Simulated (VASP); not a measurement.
# Al (P6_3/mmc) in VASP: further runs

The runs below take Al through single point, with PBE+D3(BJ).

Program: VASP 6.6.1. These are calculated values, not measurements. Logs are shortened: lines on timing, memory, paths and dates and some standing lists are left out, and cuts for length are marked.

## (1) The cell of the first run

The structure is hexagonal, space group P6_3/mmc (No. 194). The conventional cell has a = 2.891 Å, b = 2.891 Å, c = 8.902 Å, α = 90.00°, β = 90.00°, γ = 120.00°. Within 3.7 Å of Al (site symmetry -3m) lie 12 Al at 2.78 to 2.89 Å. Al (site symmetry -6m2) has 12 Al at 2.78 to 2.89 Å within 3.7 Å.

This isn't the form of Al at room conditions, which is fcc.

## (2) Single point, PBE+D3(BJ) (16.11 Å³/atom)

INCAR

```
SYSTEM = Al
  PREC = Accurate
  ENCUT = 520
  EDIFF = 1E-6
  ISMEAR = 0
  SIGMA = 0.15
  LREAL = .False.
  LASPH = .True.
  NELM = 100
  ALGO = Normal
  ISIF = 2
  LWAVE = .False.
  LCHARG = .False.
  GGA = PE
  IVDW = 12
  NBANDS = 14
```

KPOINTS

```
regular mesh
0
Gamma
  18 18 6
  0 0 0
```

POSCAR

```
Al
1.0
    2.8908840442      0.0000000000      0.0000000000
   -1.4454420221      2.5035790217      0.0000000000
    0.0000000000      0.0000000000      8.9018992374
Al
4
Direct
    0.0000000000      0.0000000000      0.0000000000
    0.3333333333      0.6666666667      0.2500000000
    0.0000000000      0.0000000000      0.5000000000
    0.6666666667      0.3333333333      0.7500000000
```

Potentials or basis: VASP PAW PBE potentials, release 64 (Al).

Command:

```bash
$ cat potpaw_PBE.64/Al/POTCAR > POTCAR
$ mpirun -np 1 vasp_std > vasp.out
```

OUTCAR:

```text
SYSTEM = Al
   PREC = Accurate
   ENCUT = 520
   EDIFF = 1E-6
   ISMEAR = 0
   LREAL = .False.
   LASPH = .True.
   NELM = 100
   ISIF = 2
   GGA = PE
   IVDW = 12
 IVDW          = 12

 ion  position               nearest neighbor table
   1  0.000  0.000  0.000-   2 2.78   4 2.78   4 2.78   2 2.78   4 2.78   2 2.78
   2  0.333  0.667  0.250-   1 2.78   3 2.78   1 2.78   3 2.78   1 2.78   3 2.78
   3  0.000  0.000  0.500-   2 2.78   4 2.78   4 2.78   2 2.78   4 2.78   2 2.78
   4  0.667  0.333  0.750-   1 2.78   3 2.78   1 2.78   3 2.78   1 2.78   3 2.78

  LATTYP: Found a hexagonal cell.
 ALAT       =     2.8908840442
 C/A-ratio  =     3.0793000000

  Lattice vectors:

 A1 = (   2.8908840442,   0.0000000000,   0.0000000000)
 A2 = (  -1.4454420221,   2.5035790217,   0.0000000000)
 A3 = (   0.0000000000,   0.0000000000,   8.9018992374)

Analysis of symmetry for initial positions (statically):
=====================================================================
 Subroutine PRICEL returns:
 Original cell was already a primitive cell.

 Routine SETGRP: Setting up the symmetry group for a
 hexagonal supercell.

 Subroutine GETGRP returns: Found 24 space group operations
 (whereof 12 operations were pure point group operations)
 out of a pool of 24 trial point group operations.

The static configuration has the point symmetry D_3d.
 The point group associated with its full space group is D_6h.

Analysis of symmetry for dynamics (positions and initial velocities):
=====================================================================
 Subroutine PRICEL returns:
 Original cell was already a primitive cell.

 Routine SETGRP: Setting up the symmetry group for a
 hexagonal supercell.

 Subroutine GETGRP returns: Found 24 space group operations
 (whereof 12 operations were pure point group operations)
 out of a pool of 24 trial point group operations.

The dynamic configuration has the point symmetry D_3d.
 The point group associated with its full space group is D_6h.

 Subroutine INISYM returns: Found 24 space group operations
 (whereof 12 operations are pure point group operations),
 and found     1 'primitive' translations

----------------------------------------------------------------------------------------

                                     Primitive cell

  volume of cell :      64.4280

  direct lattice vectors                    reciprocal lattice vectors
     2.890884044  0.000000000  0.000000000     0.345914947  0.199714088  0.000000000
    -1.445442022  2.503579022  0.000000000     0.000000000  0.399428175  0.000000000
     0.000000000  0.000000000  8.901899237     0.000000000  0.000000000  0.112335578

  length of vectors
     2.890884044  2.890884044  8.901899237     0.399428175  0.399428175  0.112335578

  position of ions in fractional coordinates (direct lattice)
     0.000000000  0.000000000  0.000000000
     0.333333333  0.666666667  0.250000000
     0.000000000  0.000000000  0.500000000
     0.666666667  0.333333333  0.750000000

  ion indices of the primitive-cell ions
   primitive index   ion index
                 1           1
                 2           2
                 3           3
                 4           4

----------------------------------------------------------------------------------------

 KPOINTS: regular mesh

Automatic generation of k-mesh.
 Grid dimensions read from file:
 generate k-points for:   18   18    6

 Generating k-lattice:

  Cartesian coordinates                     Fractional coordinates (reciprocal lattice)
     0.019217497  0.011095227  0.000000000     0.055555556 -0.000000000  0.000000000
     0.000000000  0.022190454  0.000000000     0.000000000  0.055555556  0.000000000
     0.000000000  0.000000000  0.018722596     0.000000000  0.000000000  0.166666667

  Length of vectors
     0.022190454  0.022190454  0.018722596

  Shift w.r.t. Gamma in fractional coordinates (k-lattice)
     0.000000000  0.000000000  0.000000000

 Subroutine IBZKPT returns following result:
 ===========================================

 Found    148 irreducible k-points:

 Following reciprocal coordinates:
            Coordinates               Weight
  0.000000  0.000000  0.000000      1.000000
  0.055556  0.000000  0.000000      6.000000
  0.111111  0.000000  0.000000      6.000000
  0.166667 -0.000000  0.000000      6.000000
  0.222222  0.000000  0.000000      6.000000
  0.277778 -0.000000  0.000000      6.000000
[... 16 lines left out ...]
  0.333333  0.111111  0.000000     12.000000
  0.388889  0.111111  0.000000     12.000000
 [... further k-points ...]
   k-points           NKPTS =    148   k-points in BZ     NKDIM =    148   number of bands    NBANDS=     14
   number of dos      NEDOS =    301   number of ions     NIONS =      4
   total plane-waves  NPLWV =  40320
   dimension x,y,z NGX =    24 NGY =   24 NGZ =   70
   dimension x,y,z NGXF=    48 NGYF=   48 NGZF=  140
   ions per type =               4
   NGX,Y,Z   is equivalent  to a cutoff of  13.80, 13.80, 13.07 a.u.
   NGXF,Y,Z  is equivalent  to a cutoff of  27.60, 27.60, 26.15 a.u.
 SYSTEM =  Al
   PREC   = accura    normal or accurate (medium, high low for compatibility)
   ISTART =      0    job   : 0-new  1-cont  2-samecut
   ICHARG =      2    charge: 1-file 2-atom 10-const
   ISPIN  =      1    spin polarized calculation?
   LNONCOLLINEAR =      F non collinear calculations
   LSORBIT =      F    spin-orbit coupling
   LASPH  =      T    aspherical Exc in radial PAW
   ENCUT  =  520.0 eV  38.22 Ry    6.18 a.u.   5.38  5.38 16.55*2*pi/ulx,y,z
   NELM   =    100;   NELMIN=  2; NELMDL= -5     # of ELM steps
   EDIFF  = 0.1E-05   stopping-criterion for ELM
   LREAL  =      F    real-space projection
   EDIFFG = 0.1E-04   stopping-criterion for IOM
   NSW    =      0    number of steps for IOM
   IBRION =     -1    ionic relax: 0-MD 1-quasi-New 2-CG
   NFREE  =      0    steps in history (QN), initial steepest desc. (CG)
   ISIF   =      2    stress and relaxation
   ISYM   =      2    0-nonsym 1-usesym 2-fastsym
   POTIM  = 0.5000    time-step for ionic-motion
   TEBEG  =    0.0;   TEEND  =   0.0 temperature during run
   PSTRESS=    0.0 pullay stress
   NELECT =      12.0000    total number of electrons
   NUPDOWN=      -1.0000    fix difference up-down
   EMIN   =  10.00;   EMAX   =-10.00  energy-range for DOS
   EFERMI =   0.00;   METHOD = LEGACY
   ISMEAR =     0;   SIGMA  =   0.15  broadening in eV -4-tet -1-fermi 0-gaus
   EFERMI_NEDOS =   21; number of points for ismear=-14 and -15
   IALGO  =     38    algorithm
   IMIX   =      4    mixing-type and parameters
     AMIX     =   0.40;   BMIX     =  1.00
     AMIX_MAG =   1.60;   BMIX_MAG =  1.00
  volume/ion in A,a.u.               =      16.11       108.70
  Fermi-wavevector in a.u.,A,eV,Ry     =   0.934926  1.766753 11.892659  0.874086
  Thomas-Fermi vector in A             =   2.061780
   LORBIT       =      0    0 simple, 1 ext, 2 COOP (PROOUT), +10 PAW based schemes
   GGA     = PE    functional components
   LHFCALC =     F    Hartree Fock is set to
   AEXX    =    0.0000 exact exchange contribution
   IVDW    =    12    specifies the selected vdW correction
   LEPSILON=     F    determine dielectric tensor
   LRPA    =     F    only Hartree local field effects (RPA)
 non-spin polarized calculation
 Gauss-broadening in eV      SIGMA  =   0.15
  energy-cutoff  :      520.00
  volume of cell :       64.43
 maximum number of plane-waves:      1767
 NGX is ok and might be reduce to    24
   NGX = 11   NGY = 11   NGZ = 33

 number of electron      12.0000000 magnetization

 Free energy of the ion-electron system (eV)
  ---------------------------------------------------
  ext. energy  EPLUGINS =         0.00000000
  ---------------------------------------------------
  free energy    TOTEN  =       -14.88520746 eV

  energy without entropy =      -14.86744827  energy(sigma->0) =      -14.87632786

 E-fermi :   8.2638     XC(G=0): -10.2833

 val. band max:        8.2577942529   @ k =   0.2222   0.2222   0.5000
 cond. band min:       8.2774467622   @ k =   0.2778   0.2222   0.3333
 fundamental gap:      0.0196525093
 Fermi energy:         8.2638449044

 k-point     1 :       0.0000    0.0000    0.0000
  band No.  band energies     occupation
      1      -3.0521      2.00000
      2      -1.1974      2.00000
      3      -1.1965      2.00000
      4       3.9104      2.00000
      5       4.5829      2.00000
      6      12.8787      0.00000
      7      12.9054      0.00000
      8      18.1729      0.00000
      9      18.1729      0.00000
     10      18.4362      0.00000
     11      18.4362      0.00000
     12      19.5441      0.00000
     13      19.5463      0.00000
     14      19.7879      0.00000

 k-point     2 :       0.0556    0.0000    0.0000
  band No.  band energies     occupation
      1      -2.9793      2.00000
      2      -1.1256      2.00000
      3      -1.1247      2.00000
      4       3.9773      2.00000
      5       4.6536      2.00000
      6      12.9258      0.00000
      7      12.9608      0.00000
      8      16.6961      0.00000
      9      17.2444      0.00000
     10      18.1605      0.00000
     11      18.2806      0.00000
     12      18.6961      0.00000
     13      18.7422      0.00000
     14      18.8264      0.00000
[... 343 lines left out ...]
      1       0.6854      2.00000
      2       2.4799      2.00000
      3       2.4881      2.00000
      4       5.6505      2.00000
      5       7.1073      2.00000
      6       7.3980      2.00000
      7       7.8008      1.99999
      8       8.4446      0.08827
      9      10.6557      0.00000
     10      11.9963      0.00000
     11      12.3999      0.00000
     12      12.6804      0.00000
     13      13.4850      0.00000
     14      16.3569      0.00000

 k-point    24 :       0.3889    0.1111    0.0000
  band No.  band energies     occupation
      1       1.7436      2.00000
      2       3.5008      2.00000
      3       3.5241      2.00000
      4       4.2490      2.00000
      5       6.0293      2.00000
      6       6.0838      2.00000
      7       8.4499      0.07943
      8       9.2120      0.00000
      9      10.4257      0.00000
     10      10.8271      0.00000
     11      11.8980      0.00000
     12      12.2821      0.00000
     13      12.5869      0.00000
     14      16.7438      0.00000

 [... further k-points ...]

------------------------ aborting loop because EDIFF is reached ----------------------------------------

 Edisp (eV)   -1.37956

 E8    (eV) :    -0.6171

  FORCE on cell =-STRESS in cart. coord.  units (eV):
  Direction    XX          YY          ZZ          XY          YZ          ZX
  --------------------------------------------------------------------------------------
  -------------------------------------------------------------------------------------
  Total      -0.98287    -0.98287     0.81739     0.00000    -0.00000    -0.00000
  in kB     -24.44170   -24.44170    20.32670     0.00000    -0.00000    -0.00000
  external pressure =       -9.52 kB  Pullay stress =        0.00 kB

 VOLUME and BASIS-vectors are now :
 -----------------------------------------------------------------------------
  energy-cutoff  :      520.00
  volume of cell :       64.43
      direct lattice vectors                 reciprocal lattice vectors
     2.890884044  0.000000000  0.000000000     0.345914947  0.199714088  0.000000000
    -1.445442022  2.503579022  0.000000000     0.000000000  0.399428175  0.000000000
     0.000000000  0.000000000  8.901899237     0.000000000  0.000000000  0.112335578

 POSITION                                       TOTAL-FORCE (eV/Angst)
 -----------------------------------------------------------------------------------
      0.00000      0.00000      0.00000        -0.000000      0.000000      0.000000
     -0.00000      1.66905      2.22547         0.000000      0.000000     -0.000000
      0.00000      0.00000      4.45095        -0.000000      0.000000      0.000000
      1.44544      0.83453      6.67642        -0.000000     -0.000000      0.000000
 -----------------------------------------------------------------------------------
    total drift:                               -0.000000      0.000000      0.000000

  FREE ENERGIE OF THE ION-ELECTRON SYSTEM (eV)
  ---------------------------------------------------
  free  energy   TOTEN  =       -16.2647698652 eV

  energy  without entropy=      -16.2470106756  energy(sigma->0) =      -16.25589027
```

Run time: 33 s. Hardware: 1 thread of Intel Xeon 6975P-C (Granite Rapids), shared host; peak memory 0.26 GiB.

Results:

| Quantity | Value |
| --- | --- |
| Free energy | -16.2648 eV |
| Pressure | -1.0 GPa |
| Band gap on the k mesh | zero (bands 6 and 7 overlap by 6.50 eV) |
| Dispersion energy per atom | -0.345 eV |

## (3) Single point, PBE+D3(BJ) (15.60 Å³/atom)

This run uses another cell than the first one, of 15.60 Å³/atom.

INCAR

```
ALGO = Normal
EDIFF = 1E-6
ENCUT = 520
GGA = PE
ISIF = 2
ISMEAR = 0
IVDW = 12
LASPH = T
LCHARG = T
LELF = T
LREAL = F
LVHAR = T
LWAVE = F
NBANDS = 14
NELM = 100
PREC = Accurate
SIGMA = 0.15
```

KPOINTS

```
k-points
0
Gamma
  18 18 6
```

POSCAR

```
Al
1.0
    2.7404356325      0.0000000000      0.0000000000
   -1.3702178162      2.3732868752      0.0000000000
    0.0000000000      0.0000000000      9.5937170623
Al
4
Direct
    0.0000000000      0.0000000000      0.0000000000
    0.3333333333      0.6666666667      0.2500000000
    0.0000000000      0.0000000000      0.5000000000
    0.6666666667      0.3333333333      0.7500000000
```

Potentials or basis: VASP PAW PBE potentials, release 64 (Al).

Command:

```bash
$ cat potpaw_PBE.64/Al/POTCAR > POTCAR
$ mpirun -np 1 vasp_std > vasp.out
```

OUTCAR:

```text
EDIFF = 1E-6
   ENCUT = 520
   GGA = PE
   ISIF = 2
   ISMEAR = 0
   IVDW = 12
   LASPH = T
   LREAL = F
   NELM = 100
   PREC = Accurate
 IVDW          = 12

 ion  position               nearest neighbor table
   1  0.000  0.000  0.000-   2 2.87   4 2.87   2 2.87   4 2.87   4 2.87   2 2.87
   2  0.333  0.667  0.250-   1 2.87   3 2.87   1 2.87   3 2.87   1 2.87   3 2.87
   3  0.000  0.000  0.500-   2 2.87   4 2.87   2 2.87   4 2.87   4 2.87   2 2.87
[... 612 lines left out ...]

 E8    (eV) :    -0.6387

  FORCE on cell =-STRESS in cart. coord.  units (eV):
  Direction    XX          YY          ZZ          XY          YZ          ZX
  --------------------------------------------------------------------------------------
  -------------------------------------------------------------------------------------
  Total       1.54510     1.54510    -0.72707     0.00000     0.00000     0.00000
  in kB      39.67441    39.67441   -18.66942     0.00000     0.00000     0.00000
  external pressure =       20.23 kB  Pullay stress =        0.00 kB

 VOLUME and BASIS-vectors are now :
 -----------------------------------------------------------------------------
  energy-cutoff  :      520.00
  volume of cell :       62.40
      direct lattice vectors                 reciprocal lattice vectors
     2.740435633  0.000000000  0.000000000     0.364905487  0.210678281  0.000000000
    -1.370217816  2.373286875  0.000000000     0.000000000  0.421356563  0.000000000
     0.000000000  0.000000000  9.593717062     0.000000000  0.000000000  0.104234886

 POSITION                                       TOTAL-FORCE (eV/Angst)
 -----------------------------------------------------------------------------------
      0.00000      0.00000      0.00000         0.000000      0.000000      0.000000
     -0.00000      1.58219      2.39843         0.000000     -0.000000      0.000000
      0.00000      0.00000      4.79686         0.000000      0.000000      0.000000
      1.37022      0.79110      7.19529        -0.000000      0.000000     -0.000000
 -----------------------------------------------------------------------------------
    total drift:                               -0.000000      0.000000     -0.000000

  FREE ENERGIE OF THE ION-ELECTRON SYSTEM (eV)
  ---------------------------------------------------
  free  energy   TOTEN  =       -16.2569374929 eV

  energy  without entropy=      -16.2389810645  energy(sigma->0) =      -16.24795928
```

stdout:

```text
POSCAR found type information on POSCAR Al
 POSCAR found :  1 types and       4 ions
 scaLAPACK will be used
 LDA part: xc-table for (Slater+PW92), standard interpolation
 POSCAR, INCAR and KPOINTS ok, starting setup
 FFT: planning ... GRIDC
 FFT: planning ... GRID_SOFT
 FFT: planning ... GRID
 WAVECAR not read
 entering main loop
```

It took 33 s on 1 thread of Intel Xeon 6975P-C (Granite Rapids), shared host; peak memory 0.23 GiB.

What came out:

| Property | Result |
| --- | --- |
| Free energy | -16.2569 eV |
| Pressure | 2.0 GPa |
| Band gap on the k mesh | zero (bands 6 and 7 overlap by 4.56 eV) |
| Dispersion energy per atom | -0.357 eV |

Stress tensor (GPa, compression positive):
```
 3.97  0.00  0.00
 0.00  3.97  0.00
 0.00  0.00 -1.87
```

Caveat: the stress differs along the axes, from -2 to 4 GPa.

(Part 1 of 2 ends here.)

The gap in the log of VASP goes by the Fermi energy; the results here count the filled bands.